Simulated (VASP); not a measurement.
# BN (Fmm2) in VASP: a series of runs

The runs below take BN through single point, with PBE.

Everything below comes from runs of VASP 6.6.1. Logs are shortened: lines on timing, memory, paths and dates and some standing lists are left out, and cuts for length are marked.

## Step 1: The cell of the first run

Symmetry: Fmm2, No. 42, orthorhombic system. The conventional cell has a = 2.502 Å, b = 6.965 Å, c = 4.329 Å, α = 90.00°, β = 90.00°, γ = 90.00°. B (site symmetry mm2) has 3 N at 1.44 Å within 1.9 Å. N (site symmetry mm2) has 3 B at 1.44 Å within 1.9 Å.

## Step 2: Single point, PBE

File INCAR:

```
SYSTEM = BN
ALGO = Normal ; EDIFF = 1E-6
ENCUT = 600 ; GGA = PE
GGA_COMPAT = .FALSE. ; ISIF = 2
ISMEAR = 0 ; LASPH = .TRUE.
LCHARG = .FALSE. ; LREAL = .FALSE.
LWAVE = .FALSE. ; NBANDS = 11
NELM = 120 ; PREC = Accurate
SIGMA = 0.01
```

File KPOINTS:

```
k-points
0
G
  6 6 6
  0 0 0
```

File POSCAR:

```
BN
1.0
    0.0000000000      3.4823979317      2.1644598284
    1.2508376347      0.0000000000      2.1644598284
    1.2508376347      3.4823979317      0.0000000000
B N
1 1
Direct
    0.0000762756      0.0000762756      0.9999237244
    0.6666237144      0.6666237144      0.3333762856
```

Potentials or basis: VASP PAW PBE potentials, release 64 (B, N).

The run is started by

```console
$ cat potpaw_PBE.64/B/POTCAR potpaw_PBE.64/N/POTCAR > POTCAR
$ mpirun -np 1 vasp_std > vasp.out
```

OUTCAR:

```text
SYSTEM = BN
   EDIFF = 1E-6
   ENCUT = 600
   GGA = PE
   ISIF = 2
   ISMEAR = 0
   LASPH = .TRUE.
   LREAL = .FALSE.
   NELM = 120
   PREC = Accurate

 ion  position               nearest neighbor table
   1  0.000  0.000  1.000-   2 1.44   2 1.44   2 1.44
   2  0.667  0.667  0.333-   1 1.44   1 1.44   1 1.44

  LATTYP: Found a face centered orthorhombic cell.
 ALAT       =     2.5016752694
 B/A-ratio  =     1.7304083027
 C/A-ratio  =     2.7840527300

  Lattice vectors:

 A1 = (   0.0000000000,   3.4823979317,   2.1644598284)
 A2 = (  -1.2508376347,   3.4823979317,   0.0000000000)
 A3 = (  -1.2508376347,   0.0000000000,   2.1644598284)

Analysis of symmetry for initial positions (statically):
=====================================================================
 Subroutine PRICEL returns:
 Original cell was already a primitive cell.

 Routine SETGRP: Setting up the symmetry group for a
 face centered orthorhombic supercell.

 Subroutine GETGRP returns: Found  4 space group operations
 (whereof  4 operations were pure point group operations)
 out of a pool of  8 trial point group operations.

The static configuration has the point symmetry C_2v.

Analysis of symmetry for dynamics (positions and initial velocities):
=====================================================================
 Subroutine PRICEL returns:
 Original cell was already a primitive cell.

 Routine SETGRP: Setting up the symmetry group for a
 face centered orthorhombic supercell.

 Subroutine GETGRP returns: Found  4 space group operations
 (whereof  4 operations were pure point group operations)
 out of a pool of  8 trial point group operations.

The dynamic configuration has the point symmetry C_2v.

 Subroutine INISYM returns: Found  4 space group operations
 (whereof  4 operations are pure point group operations),
 and found     1 'primitive' translations

----------------------------------------------------------------------------------------

                                     Primitive cell

  volume of cell :      18.8564

  direct lattice vectors                    reciprocal lattice vectors
     0.000000000  3.482397932  2.164459828    -0.399732136  0.143579226  0.231004518
     1.250837635  0.000000000  2.164459828     0.399732136 -0.143579226  0.231004518
     1.250837635  3.482397932  0.000000000     0.399732136  0.143579226 -0.231004518

  length of vectors
     4.100241664  2.499896225  3.700228391     0.483491326  0.483491326  0.483491326

  position of ions in fractional coordinates (direct lattice)
     0.000076276  0.000076276  0.999923724
     0.666623714  0.666623714  0.333376286

  ion indices of the primitive-cell ions
   primitive index   ion index
                 1           1
                 2           2

----------------------------------------------------------------------------------------

 KPOINTS: k-points

Automatic generation of k-mesh.
 Grid dimensions read from file:
 generate k-points for:    6    6    6

 Generating k-lattice:

  Cartesian coordinates                     Fractional coordinates (reciprocal lattice)
    -0.066622023  0.023929871  0.038500753     0.166666667  0.000000000  0.000000000
     0.066622023 -0.023929871  0.038500753     0.000000000  0.166666667 -0.000000000
     0.066622023  0.023929871 -0.038500753     0.000000000 -0.000000000  0.166666667

  Length of vectors
     0.080581888  0.080581888  0.080581888

  Shift w.r.t. Gamma in fractional coordinates (k-lattice)
     0.000000000  0.000000000  0.000000000

 Subroutine IBZKPT returns following result:
 ===========================================

 Found     46 irreducible k-points:

 Following reciprocal coordinates:
            Coordinates               Weight
  0.000000  0.000000  0.000000      1.000000
  0.166667  0.000000 -0.000000      8.000000
  0.333333 -0.000000 -0.000000      8.000000
  0.500000  0.000000  0.000000      4.000000
  0.166667  0.166667  0.000000      2.000000
  0.333333  0.166667 -0.000000      8.000000
[... 16 lines left out ...]
 -0.166667  0.166667  0.166667      8.000000
  0.500000  0.333333  0.166667      4.000000
 [... further k-points ...]
   k-points           NKPTS =     46   k-points in BZ     NKDIM =     46   number of bands    NBANDS=     11
   number of dos      NEDOS =    301   number of ions     NIONS =      2
   total plane-waves  NPLWV =  21600
   dimension x,y,z NGX =    36 NGY =   20 NGZ =   30
   dimension x,y,z NGXF=    72 NGYF=   40 NGZF=   60
   ions per type =               1   1
   NGX,Y,Z   is equivalent  to a cutoff of  14.60, 13.30, 13.48 a.u.
   NGXF,Y,Z  is equivalent  to a cutoff of  29.19, 26.60, 26.96 a.u.
 SYSTEM =  BN
   PREC   = accura    normal or accurate (medium, high low for compatibility)
   ISTART =      0    job   : 0-new  1-cont  2-samecut
   ICHARG =      2    charge: 1-file 2-atom 10-const
   ISPIN  =      1    spin polarized calculation?
   LNONCOLLINEAR =      F non collinear calculations
   LSORBIT =      F    spin-orbit coupling
   LASPH  =      T    aspherical Exc in radial PAW
   ENCUT  =  600.0 eV  44.10 Ry    6.64 a.u.   8.19  4.99  7.39*2*pi/ulx,y,z
   NELM   =    120;   NELMIN=  2; NELMDL= -5     # of ELM steps
   EDIFF  = 0.1E-05   stopping-criterion for ELM
   LREAL  =      F    real-space projection
   EDIFFG = 0.1E-04   stopping-criterion for IOM
   NSW    =      0    number of steps for IOM
   IBRION =     -1    ionic relax: 0-MD 1-quasi-New 2-CG
   NFREE  =      0    steps in history (QN), initial steepest desc. (CG)
   ISIF   =      2    stress and relaxation
   ISYM   =      2    0-nonsym 1-usesym 2-fastsym
   POTIM  = 0.5000    time-step for ionic-motion
   TEBEG  =    0.0;   TEEND  =   0.0 temperature during run
   PSTRESS=    0.0 pullay stress
   NELECT =       8.0000    total number of electrons
   NUPDOWN=      -1.0000    fix difference up-down
   EMIN   =  10.00;   EMAX   =-10.00  energy-range for DOS
   EFERMI =   0.00;   METHOD = LEGACY
   ISMEAR =     0;   SIGMA  =   0.01  broadening in eV -4-tet -1-fermi 0-gaus
   EFERMI_NEDOS =   21; number of points for ismear=-14 and -15
   IALGO  =     38    algorithm
   IMIX   =      4    mixing-type and parameters
     AMIX     =   0.40;   BMIX     =  1.00
     AMIX_MAG =   1.60;   BMIX_MAG =  1.00
  volume/ion in A,a.u.               =       9.43        63.62
  Fermi-wavevector in a.u.,A,eV,Ry     =   1.230132  2.324613 20.588687  1.513226
  Thomas-Fermi vector in A             =   2.364993
   LORBIT       =      0    0 simple, 1 ext, 2 COOP (PROOUT), +10 PAW based schemes
   GGA     = PE    functional components
   LHFCALC =     F    Hartree Fock is set to
   AEXX    =    0.0000 exact exchange contribution
   IVDW    =     0    specifies the selected vdW correction
   LEPSILON=     F    determine dielectric tensor
   LRPA    =     F    only Hartree local field effects (RPA)
 non-spin polarized calculation
 Gauss-broadening in eV      SIGMA  =   0.01
  energy-cutoff  :      600.00
  volume of cell :       18.86
 maximum number of plane-waves:       648
 NGX is ok and might be reduce to    36
   NGX = 17   NGY =  9   NGZ = 15

 number of electron       8.0000000 magnetization

 Free energy of the ion-electron system (eV)
  ---------------------------------------------------
  ext. energy  EPLUGINS =         0.00000000
  ---------------------------------------------------
  free energy    TOTEN  =       -17.58821555 eV

  energy without entropy =      -17.58821555  energy(sigma->0) =      -17.58821555

 E-fermi :   2.1219     XC(G=0):  -9.7683

 val. band max:        2.0196951727   @ k =   0.5000  -0.3333   0.1667
 cond. band min:       5.8561420478   @ k =   0.0000   0.5000   0.5000
 fundamental gap:      3.8364468752
 Fermi energy:         2.1219037718

 k-point     1 :       0.0000    0.0000    0.0000
  band No.  band energies     occupation
      1     -15.8665      2.00000
      2      -2.4581      2.00000
      3       0.6029      2.00000
      4       0.6044      2.00000
      5       6.8953      0.00000
      6      13.5424      0.00000
      7      13.6085      0.00000
      8      15.0216      0.00000
      9      16.5009      0.00000
     10      27.6553      0.00000
     11      28.8901      0.00000

 k-point     2 :       0.1667    0.0000   -0.0000
  band No.  band energies     occupation
      1     -15.3190      2.00000
      2      -1.9261      2.00000
      3      -1.3668      2.00000
      4      -0.2879      2.00000
      5       8.0458      0.00000
      6      13.2037      0.00000
      7      13.3777      0.00000
      8      15.7689      0.00000
      9      18.0498      0.00000
     10      24.5059      0.00000
     11      28.4107      0.00000

 k-point     3 :       0.3333   -0.0000   -0.0000
  band No.  band energies     occupation
      1     -13.8524      2.00000
      2      -4.9489      2.00000
      3      -1.6481      2.00000
      4      -0.3714      2.00000
      5       8.8943      0.00000
      6      11.1114      0.00000
      7      13.3843      0.00000
      8      19.8587      0.00000
      9      20.6027      0.00000
     10      21.3255      0.00000
     11      25.9993      0.00000
[... 267 lines left out ...]
 k-point    23 :      -0.1667    0.1667    0.1667
  band No.  band energies     occupation
      1     -12.7949      2.00000
      2      -6.1370      2.00000
      3      -3.3548      2.00000
      4       1.1652      2.00000
      5       7.2914      0.00000
      6      12.4180      0.00000
      7      15.1652      0.00000
      8      16.5236      0.00000
      9      19.8761      0.00000
     10      23.4937      0.00000
     11      24.5735      0.00000

 k-point    24 :       0.5000    0.3333    0.1667
  band No.  band energies     occupation
      1     -13.8501      2.00000
      2      -4.9868      2.00000
      3      -1.6551      2.00000
      4      -0.3527      2.00000
      5       9.2562      0.00000
      6      11.1345      0.00000
      7      13.4999      0.00000
      8      18.6324      0.00000
      9      20.6357      0.00000
     10      22.7386      0.00000
     11      25.2537      0.00000

 [... further k-points ...]

------------------------ aborting loop because EDIFF is reached ----------------------------------------

  FORCE on cell =-STRESS in cart. coord.  units (eV):
  Direction    XX          YY          ZZ          XY          YZ          ZX
  --------------------------------------------------------------------------------------
  -------------------------------------------------------------------------------------
  Total        0.5465850      0.1860458      0.5532397      0.0000000      0.0000000      0.0000000
  in kB       46.4418421     15.8078043     47.0072749      0.0000000      0.0000000      0.0000000
  external PRESSURE =      36.4189738 kB  Pullay stress =       0.0000000 kB

 VOLUME and BASIS-vectors are now :
 -----------------------------------------------------------------------------
  energy-cutoff  :      600.00
  volume of cell :       18.86
      direct lattice vectors                 reciprocal lattice vectors
     0.000000000  3.482397932  2.164459828    -0.399732136  0.143579226  0.231004518
     1.250837635  0.000000000  2.164459828     0.399732136 -0.143579226  0.231004518
     1.250837635  3.482397932  0.000000000     0.399732136  0.143579226 -0.231004518

 POSITION                                       TOTAL-FORCE (eV/Angst)
 -----------------------------------------------------------------------------------
      1.25084      3.48240      0.00033         0.000000      0.000000      0.001198
      1.25084      3.48240      2.88576         0.000000      0.000000     -0.001198
 -----------------------------------------------------------------------------------
    total drift:                                0.000003     -0.000003     -0.000069

  FREE ENERGIE OF THE ION-ELECTRON SYSTEM (eV)
  ---------------------------------------------------
  free  energy   TOTEN  =       -17.5882155453 eV

  energy  without entropy=      -17.5882155453  energy(sigma->0) =      -17.58821555
```

Run time: 14 s. Hardware: 1 thread of Intel Xeon Platinum 8259CL at 2.50GHz (Skylake/Cascade Lake), shared host; peak memory 0.15 GiB.

Results:

| Item | Value |
| --- | --- |
| Free energy | -17.5882 eV |
| Pressure | 3.6 GPa |
| Band gap on the k mesh | 3.84 eV, indirect (least direct gap 4.56 eV) |

Levels at points of the mesh, in eV from the valence-band top:
```csv
k point,band 2,band 3,band 4,band 5,band 6,band 7
"(0.00, 0.00, 0.00)",-4.48,-1.42,-1.42,4.88,11.52,11.59
"(0.50, 0.00, 0.00)",-9.00,-4.22,-1.02,4.63,9.84,13.36
"(0.50, 0.50, 0.00)",-9.09,-4.22,-0.52,5.79,9.42,12.26
"(0.50, 0.00, 0.50)",-6.14,-1.44,-1.41,9.62,11.48,11.55
"(0.00, 0.50, 0.50)",-8.90,-4.26,-1.47,3.84,9.91,14.54
```

Caveat: the k points lie up to 0.51 Å⁻¹ apart. Expect the measured gap to be larger: semilocal functionals such as PBE lack the derivative discontinuity.

(Continued in part 2 of 2.)
